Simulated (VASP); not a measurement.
Here is a VASP 6.6.1 calculation.

Contents of INCAR:

```
ALGO = Normal ; DIPOL = 0.5 0.5 0.320
EDIFF = 1E-7 ; ENCUT = 520
GGA = PE ; IDIPOL = 3
ISIF = 2 ; ISMEAR = 0
LASPH = T ; LCHARG = F
LDIPOL = T ; LREAL = F
LWAVE = F ; NBANDS = 38
NELM = 80 ; PREC = Accurate
SIGMA = 0.1
```

KPOINTS

```
k-points
0
Gamma
  7 7 1
```

The input POSCAR:

```
Ge4N
1.0
    4.0740542166      0.0000000000      0.0000000000
    0.0000000000      4.0740542166      0.0000000000
    0.0000000000      0.0000000000     19.8557568530
Ge N
4 1
Direct
    0.0000000000      0.5000000000      0.2014529101
    0.0000000000      0.0000000000      0.2739958855
    0.5000000000      0.0000000000      0.3493666166
    0.5000000000      0.5000000000      0.4208228835
    1.0000000000      0.6250000000      0.3564577369
```

Potentials or basis: VASP PAW PBE potentials, release 64 (Ge_d, N).

Command:

```sh
$ cat potpaw_PBE.64/Ge_d/POTCAR potpaw_PBE.64/N/POTCAR > POTCAR
$ mpirun -np 1 vasp_std > vasp.out
```

Q: Estimate the largest force.

A: 1.067 eV/Å.

Q: Predict the band gap on the k mesh.

A: Zero (an odd number of electrons rules out a gap without spin polarisation).

Forces on the atoms (eV/Å):
```
Ge   0.000  0.286  0.333
Ge   0.000 -1.056  0.151
Ge   0.000 -0.150 -0.434
Ge   0.000  0.492 -0.061
N    0.000  0.427  0.010
```

Caveat: an odd number of electrons without spin polarisation forces a metal; a magnetic or distorted state may lie lower.
